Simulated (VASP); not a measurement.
Runs of VASP 6.6.1 on PbS. The structure is trigonal, space group R3m (No. 160). Conventional cell: a = 4.225 Å, b = 4.225 Å, c = 10.356 Å, α = 90.00°, β = 90.00°, γ = 120.00°. Within 3.9 Å of Pb (site symmetry 3m) lie 6 S at 2.96 to 3.02 Å. Within 3.9 Å of S (site symmetry 3m) lie 6 Pb at 2.96 to 3.02 Å. 

| level | U | k mesh | mended | gap on the mesh (eV) | pressure (GPa) | largest force (eV/Å) |
| --- | --- | --- | --- | --- | --- | --- |
| PBE+U | S p U = 1.0 eV | 5 × 5 × 5 | - | - | 0.8 | 0.02 |
| PBE+U | S p U = 3.1 eV | 6 × 6 × 6 | - | (b) | 1.1 | 0.01 |
| PBE+U | S p U = 2.1 eV | 6 × 6 × 6 | - | 0.40 | (a) | 0.01 |
| PBE | - | 3 × 3 × 3, shifted | yes | 1.15 | 0.7 | 0.03 |

Alike in all rows: task single point; potentials or basis VASP PAW PBE potentials, release 64 (Pb_d, S); no spin polarisation; cell as given; cutoff (eV) 500; smearing gaussian 0.1 eV.

Q: Estimate the missing entries.

A: (a) 1.0; (b) 0.38.

Caveats: spin-orbit coupling is left out, which moves the levels of the heavy elements; a shifted mesh leaves out Γ, where band edges can lie (at least some runs).

A k mesh can miss the band edges, and the runs leave out spin-orbit coupling on Pb.
